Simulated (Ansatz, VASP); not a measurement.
**HfOs in VASP and in Ansatz**

```
Hf Os
1.0
     3.20009    0.00000    0.00000
     0.00000    3.20009    0.00000
     0.00000    0.00000    3.20009
Hf Os
1 1
Direct
  0.00000 0.00000 0.00000
  0.50000 0.50000 0.50000
```

Alike in both runs: functional LDA; k mesh 14 × 14 × 14; occupations gaussian, width 0.1 eV; no spin polarisation.

Ansatz relaxed the structure, and its values are those at the end. VASP's run is a single point on that final structure, the one shown.

|  | VASP | Ansatz |
| --- | --- | --- |
| version | VASP 6.6.1 | Ansatz 0.2.0 |
| potentials or method | VASP PAW LDA potentials, release 64 (Hf_pv, Os), cutoff 600 eV | scalar-relativistic, plane waves, PAW |
| valence electrons in the cell | 18 | 42 |

|  | VASP | Ansatz | Ansatz less VASP |
| --- | --- | --- | --- |
| gap on the k mesh at the Fermi level (eV) | none | none | - |
| pressure (GPa) | -0.2 | 0.0 | +0.18 |

LDA's correlation is that of Perdew and Zunger in VASP and of Perdew and Wang (1992) in Ansatz. A gap of «none» marks a metal or a gap that the smearing closes. VASP's potentials hold 18 valence electrons a cell and Ansatz's 42, so a difference there can come from the potentials and not from the codes.

Spin-orbit coupling is off throughout.
